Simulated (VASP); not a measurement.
Set up this calculation in VASP 6.6.1, as the native input.

| Item | Value |
| --- | --- |
| Task | single point |
| Functional | PBEsol |
| Potentials or basis | VASP PAW PBE potentials, release 64 (Sn_d, O) |
| Cutoff | 520 eV |
| k mesh | 6 × 4 × 6 |
| Occupations | fermi-dirac, width 0.02 eV |
| Spin | no spin polarisation |
| Dipole correction | no |
| Further INCAR settings | ALGO = Normal; EDIFF = 1e-06; NBANDS = 28 |

The structure of SnO lies in POSCAR:

```
SnO
1.0
    3.4208061173      0.0000000000      0.0000000000
    0.0000000000      5.7853891942      0.0000000000
    0.0000000000      0.0000000000      4.3047747479
Sn O
2 2
Direct
    0.0000000000      0.2319090000      0.5131440000
    0.5000000000      0.7680910000      0.0131440000
    0.0000000000      0.8912500000      0.7368570000
    0.5000000000      0.1087500000      0.2368570000
```

The input as run:

INCAR

```
SYSTEM = SnO
ALGO = Normal
EDIFF = 1E-6
ENCUT = 520
GGA = PS
ISIF = 2
ISMEAR = -1
LASPH = .True.
LCHARG = .False.
LREAL = .False.
LWAVE = .False.
NBANDS = 28
NELM = 60
PREC = Accurate
SIGMA = 0.02
```

KPOINTS

```
k-points
0
Gamma
  6 4 6
  0 0 0
```

Potentials or basis: VASP PAW PBE potentials, release 64 (Sn_d, O).

Launch:

```sh
$ cat potpaw_PBE.64/Sn_d/POTCAR potpaw_PBE.64/O/POTCAR > POTCAR
$ mpirun -np 1 vasp_std > vasp.out
```

Results of the run:

| Item | Value |
| --- | --- |
| Pressure | -6.5 GPa |
| Largest force | 1.080 eV/Å |
| Band gap on the k mesh | 1.65 eV (least direct gap 2.40 eV) |

Caveat: the cell stands under tension; the PAW data sets were made with another functional, which shifts forces and pressure a little; spin-orbit coupling is left out, which moves the levels of the heavy elements.

Run time: 2.4 min on 1 thread of Intel Xeon 8259CL (shared host), peak memory 0.25 GiB.
